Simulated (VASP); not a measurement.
Write the native input for VASP 6.6.1 that does the following.

```
Task                   : single point
Functional             : r2SCAN
Potentials or basis    : VASP PAW PBE potentials, release 64 (W_sv, Se)
Cutoff                 : 520 eV
k mesh                 : 6 × 6 × 2
Occupations            : gaussian, width 0.01 eV
Spin                   : no spin polarisation
Dipole correction      : no
Further INCAR settings : ALGO = Normal; EDIFF = 1e-07; NBANDS = 35
```

WSe2:

```
W Se
1.0
     3.26669    0.00000    0.00000
    -1.63334    2.82903    0.00000
     0.00000    0.00000   12.62163
W Se
2 4
Direct
  0.33333 0.66667 0.25000
  0.66667 0.33333 0.75000
  0.33333 0.66667 0.61792
  0.66667 0.33333 0.11792
  0.33333 0.66667 0.88208
  0.66667 0.33333 0.38208
```

One way to write it, as run:

POSCAR

```
WSe2
1.0
    3.2666879868      0.0000000000      0.0000000000
   -1.6333439934      2.8290347828      0.0000000000
    0.0000000000      0.0000000000     12.6216347756
W Se
2 4
Direct
    0.3333333333      0.6666666667      0.2500000000
    0.6666666667      0.3333333333      0.7500000000
    0.3333333333      0.6666666667      0.6179183227
    0.6666666667      0.3333333333      0.1179183227
    0.3333333333      0.6666666667      0.8820816773
    0.6666666667      0.3333333333      0.3820816773
```

INCAR.step1

```
  PREC = Accurate
  ENCUT = 520
  ISMEAR = 0
  SIGMA = 0.01
  LREAL = F
  LASPH = T
  NELM = 60
  NBANDS = 35
  GGA = PE
  ALGO = Normal
  EDIFF = 1E-4
  LWAVE = T
  LCHARG = F
```

INCAR.step2

```
  PREC = Accurate
  ENCUT = 520
  EDIFF = 1E-7
  ISMEAR = 0
  SIGMA = 0.01
  LREAL = F
  LASPH = T
  NELM = 60
  ALGO = Normal
  ISIF = 2
  LWAVE = F
  LCHARG = F
  METAGGA = R2SCAN
  LMIXTAU = T
  NBANDS = 35
  ISTART = 1
```

KPOINTS

```
regular mesh
0
Gamma
  6 6 2
```

Potentials or basis: VASP PAW PBE potentials, release 64 (W_sv, Se).

Run with:

```sh
$ cat potpaw_PBE.64/W_sv/POTCAR potpaw_PBE.64/Se/POTCAR > POTCAR
$ cp INCAR.step1 INCAR
$ mpirun -np 1 vasp_std > vasp.out
$ cp INCAR.step2 INCAR
$ mpirun -np 1 vasp_std > vasp.out
```

It gave:

```
Pressure               : 5.4 GPa
Largest force          : 0.050 eV/Å
Band gap on the k mesh : 0.96 eV (least direct gap 1.68 eV)
```

Caveat: the cell stands under pressure; the PAW data sets were made with another functional, which shifts forces and pressure a little; spin-orbit coupling is left out, which moves the levels of the heavy elements.

It took 2.8 min on 1 thread of AMD EPYC 9R45 96-Core Processor (Zen 5) (shared host), peak memory 0.23 GiB.
